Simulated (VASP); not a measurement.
## Sr: single point with PBE

Sr:

```
Sr
1.0
     3.62254    0.00000    0.00000
    -1.81127    3.13721    0.00000
     0.00000    0.00000   11.88077
Sr
4
Cartesian
  0.0000 0.0000 0.0000
  0.0000 2.0915 2.9702
  0.0000 0.0000 5.9404
  1.8113 1.0457 8.9106
```

This isn't the form of Sr at room conditions, which is fcc.

```json
{
 "Program": "VASP 6.6.1",
 "Task": "single point",
 "Functional": "PBE",
 "Potentials or basis": "VASP PAW PBE potentials, release 64 (Sr_sv)",
 "Cutoff": "520 eV",
 "k mesh": "12 × 12 × 4",
 "Occupations": "gaussian, width 0.1 eV",
 "Spin": "no spin polarisation"
}
```

The pressure is 12.1 GPa and the band gap on the k mesh is zero (bands 20 and 21 overlap by 0.25 eV).

Levels at points of the mesh, in eV from the Fermi level:
```
           k point  band 17  band 18  band 19  band 20  band 21  band 22  band 23  band 24
(0.00, 0.00, 0.00)    -4.15    -2.71    -2.70    -1.39     1.33     1.51     1.55     2.65
(0.50, 0.00, 0.00)    -1.37    -1.34    -0.81    -0.60     0.16     0.19     0.28     1.23
(0.00, 0.00, 0.50)    -3.74    -3.74    -1.71    -1.71     1.21     1.21     2.34     2.34
(0.50, 0.00, 0.50)    -1.11    -1.11    -1.03    -1.03    -0.03    -0.03     1.01     1.01
```

Wall time 3.7 min on 1 thread of Oxide Virtual Turin-like Processor, on a shared host, peak memory 0.3 GiB.

Caveat: the cell stands under pressure.
